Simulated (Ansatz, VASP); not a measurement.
## One calculation of PtSe2, two programs

Contents of INCAR:

```
PREC     = Accurate       # precision mode
ENCUT    = 600            # plane-wave cutoff, eV
EDIFF    = 1E-6           # SCF threshold, eV
ISMEAR   = 0              # smearing method
SIGMA    = 0.02           # smearing width, eV
LREAL    = F              # projectors in reciprocal space
LASPH    = T              # aspherical terms in the spheres
NELM     = 100            # most SCF steps
ALGO     = Normal         # electronic algorithm
ISIF     = 3              # what is computed and relaxed
LWAVE    = F              # write WAVECAR
LCHARG   = F              # write CHGCAR
GGA      = PE             # functional
IBRION   = 2              # ionic algorithm
NSW      = 100            # ionic steps
EDIFFG   = -0.005         # ionic threshold
```

The input KPOINTS:

```
Automatic mesh
0
Gamma
  12 12 4
```

The input POSCAR:

```
PtSe2
1.0
    3.7535431150      0.0000000000      0.0000000000
   -1.8767715575      3.2506636918      0.0000000000
    0.0000000000      0.0000000000      6.3048686178
Pt Se
1 2
Direct
    0.0000000000      0.0000000000      0.0000000000
    0.6666666667      0.3333333333      0.7929271711
    0.3333333333      0.6666666667      0.2070728289
```

Input for Ansatz:

```yaml
crystal:
  lattice:
    - [3.7535431133, 0.0, 0.0]
    - [-1.8767715566, 3.2506636903, 0.0]
    - [0.0, 0.0, 6.3048687206]
  atoms:
    - { symbol: Pt, position: [0.0, 0.0, 0.0] }
    - { symbol: Se, position: [0.6666666667, 0.3333333333, 0.7929271743] }
    - { symbol: Se, position: [0.3333333333, 0.6666666667, 0.2070728257] }
basis:
  ecutwfc: 420
kpoints:
  mp_grid: { grid: [12, 12, 4] }
hamiltonian:
  xc: pbe
scf:
  occupations: { method: gaussian, width: 0.02 }
output:
  forces: true
  stress: true
  eigenvalues: true
  write_density: true
  write_potential: true
  elf: true
  volumetric_format: npy
relax:
  adjacent_minimum: "off"
  f_tol: 0.005
  max_steps: 80
  cell: { stress_tol: 0.05 }
```

Alike in both runs: task relaxation of cell and atoms; functional PBE; k mesh 12 × 12 × 4; occupations gaussian, width 0.02 eV; no spin polarisation.

|  | VASP | Ansatz |
| --- | --- | --- |
| version | VASP 6.6.1 | Ansatz 0.2.0 |
| potentials or method | VASP PAW PBE potentials, release 64 (Pt, Se), cutoff 600 eV | scalar-relativistic, plane waves, PAW |
| valence electrons in the cell | 22 | 50 |

|  | VASP | Ansatz | Ansatz less VASP |
| --- | --- | --- | --- |
| gap on the k mesh at the Fermi level, each at its own relaxed structure (eV) | 0.85 | 0.88 | +0.030 |
| relaxed volume (Å³/atom) | 26.28 | 26.41 | +0.136 |
| relaxed cell length with the largest relative difference (Å) | 6.469 | 6.501 | +0.0324 |

VASP's potentials hold 22 valence electrons a cell and Ansatz's 50, so a difference there can come from the potentials and not from the codes.

Spin-orbit coupling is off throughout.
